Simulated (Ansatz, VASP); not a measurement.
# Co: VASP beside Ansatz

The input INCAR:

```
SYSTEM = Co
  PREC = Accurate
  ENCUT = 520
  EDIFF = 1E-6
  ISMEAR = 1
  SIGMA = 0.01
  LREAL = .False.
  LASPH = .True.
  NELM = 150
  ALGO = Normal
  ISIF = 2
  LWAVE = .False.
  LCHARG = .False.
  ISPIN = 2
  MAGMOM = 1.558 1.558
  LORBIT = 11
  LMAXMIX = 4
  GGA = CA
  NBANDS = 20
```

The input KPOINTS:

```
Automatic mesh
0
Gamma
  15 15 8
  0 0 0
```

Contents of POSCAR:

```
Co
1.0
    2.4273810165      0.0000000000      0.0000000000
   -1.2136905082      2.1021736250      0.0000000000
    0.0000000000      0.0000000000      3.9230481332
Co
2
Direct
    0.3333333333      0.6666666667      0.2500000000
    0.6666666667      0.3333333333      0.7500000000
```

Input for Ansatz:

```yaml
crystal:
  lattice:
    - [2.4273810165, 0.0, 0.0]
    - [-1.2136905082, 2.102173625, 0.0]
    - [0.0, 0.0, 3.9230481332]
  atoms:
    - { symbol: Co, position: [0.3333333333, 0.6666666667, 0.25], spin: 1.558 }
    - { symbol: Co, position: [0.6666666667, 0.3333333333, 0.75], spin: 1.558 }
hamiltonian:
  xc: lda
  pseudopotentials:
    kind: paw
    azcp:
      Co: "pseudopotentials/Co.paw.azcp"
basis:
  ecutwfc: 420
  fft_grid_basis: typed
kpoints:
  mp_grid: { grid: [15, 15, 8], shift: [0, 0, 0] }
magnetization:
  spin_polarized: true
scf:
  occupations: { method: methfessel_paxton, width: 0.01 }
  lower_state_search: "off"
output:
  stress: true
  write_density: true
  write_potential: true
  elf: true
  volumetric_format: npy
```

Alike in both runs: task single point; functional LDA; k mesh 15 × 15 × 8; occupations methfessel-paxton of order 1, width 0.01 eV; collinear spin.

```csv
,VASP,Ansatz
version,VASP 6.6.1,Ansatz 0.2.0
potentials or method,"VASP PAW LDA potentials, release 64 (Co), cutoff 520 eV","plane waves (420 eV) with PAW, scalar-relativistic"
valence electrons in the cell,18,34
```

|  | VASP | Ansatz | Ansatz less VASP |
| --- | --- | --- | --- |
| pressure (GPa) | -0.8 | 0.5 | +1.30 |
| traceless stress, the component that is largest in VASP (GPa) | -0.89 | -0.61 | +0.283 |
| net moment per atom (μB) | 1.51 | 1.54 | +0.031 |
| size of the moment on the site where the two differ most (μB) | 1.50 | 1.59 | +0.083 |

Ansatz warns that its potentials were made for another functional, while VASP's fit it. LDA's correlation is that of Perdew and Zunger in VASP and of Perdew and Wang (1992) in Ansatz. Site moments also hang on the region over which each program counts them. VASP's potentials hold 18 valence electrons a cell and Ansatz's 34, so a difference there can come from the potentials and not from the codes. Ansatz's warnings: stability check not made.
